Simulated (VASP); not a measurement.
Write the native input for VASP 6.6.1 that does the following.

| Quantity | Value |
| --- | --- |
| Task | single point |
| Functional | PBE |
| Potentials or basis | VASP PAW PBE potentials, release 64 (Hf_pv, O) |
| Cutoff | 520 eV |
| k mesh | 8 × 8 × 8 |
| Occupations | gaussian, width 0.05 eV |
| Spin | no spin polarisation |
| Dipole correction | no |
| Further INCAR settings | ALGO = Normal; EDIFF = 1e-06; NBANDS = 18 |

The structure of HfO2 lies in POSCAR:

```
HfO2
1.0
    0.0000000000      2.5488057612      2.4850856172
    2.5488057612      0.0000000000      2.4850856172
    2.5488057612      2.5488057612      0.0000000000
Hf O
1 2
Direct
    0.0000000000      0.0000000000      0.0000000000
    0.2500000000      0.2500000000      0.2500000000
    0.7500000000      0.7500000000      0.7500000000
```

This cell differs from its parent crystal: strain +0.000 along x and y, -0.025 along z.

These files were run (other wordings do the same):

INCAR

```
PREC = Accurate
ENCUT = 520
EDIFF = 1E-6
ISMEAR = 0
SIGMA = 0.05
LREAL = False
LASPH = True
NELM = 60
ALGO = Normal
ISIF = 2
LWAVE = False
LCHARG = False
GGA = PE
NBANDS = 18
```

KPOINTS

```
regular mesh
0
Gamma
  8 8 8
```

Potentials or basis: VASP PAW PBE potentials, release 64 (Hf_pv, O).

Launch:

```sh
$ cat potpaw_PBE.64/Hf_pv/POTCAR potpaw_PBE.64/O/POTCAR > POTCAR
$ mpirun -np 1 vasp_std > vasp.out
```

Results of the run:

* Pressure: 2.7 GPa
* Band gap on the k mesh: 3.57 eV, indirect (least direct gap 3.62 eV)

Caveat: the cell differs from its parent crystal (strain +0.000 along x and y, -0.025 along z); spin-orbit coupling is left out, which moves the levels of the heavy elements.

It took 20 s on 1 thread of AMD EPYC 9R45 96-Core Processor (Zen 5), with other jobs on the host, peak memory 0.15 GiB.
